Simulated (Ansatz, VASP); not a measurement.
# Two plane-wave programs on MgO

```
Mg O
1.0
     3.48638    0.00000    0.00000
    -1.74319    3.01929    0.00000
     0.00000    0.00000    4.17804
Mg O
2 2
Direct
  0.66667 0.33333 0.75000
  0.33333 0.66667 0.25000
  0.66667 0.33333 0.25000
  0.33333 0.66667 0.75000
```

Alike in both runs: task single point; functional LDA; k mesh 12 × 12 × 6; occupations gaussian, width 0.05 eV; no spin polarisation.

```csv
,VASP,Ansatz
version,VASP 6.6.1,Ansatz 0.2.0
potentials or method,"VASP PAW LDA potentials, release 64 (Mg_sv, O), cutoff 750 eV","scalar-relativistic, plane waves, PAW"
valence electrons in the cell,32,32
```

Ansatz gave:

```
gap on the k mesh at the Fermi level (eV)                     : 3.34
least direct gap on the mesh (eV)                             : 3.34
pressure (GPa)                                                : -4.0
traceless stress, the component that is largest in VASP (GPa) : -0.15
```

Q: What did VASP give for the same quantities?

A: gap on the k mesh at the Fermi level (eV): 3.34; least direct gap on the mesh (eV): 3.34; pressure (GPa): -4.0; traceless stress, the component that is largest in VASP (GPa): -0.14.

LDA's correlation is that of Perdew and Zunger in VASP and of Perdew and Wang (1992) in Ansatz.
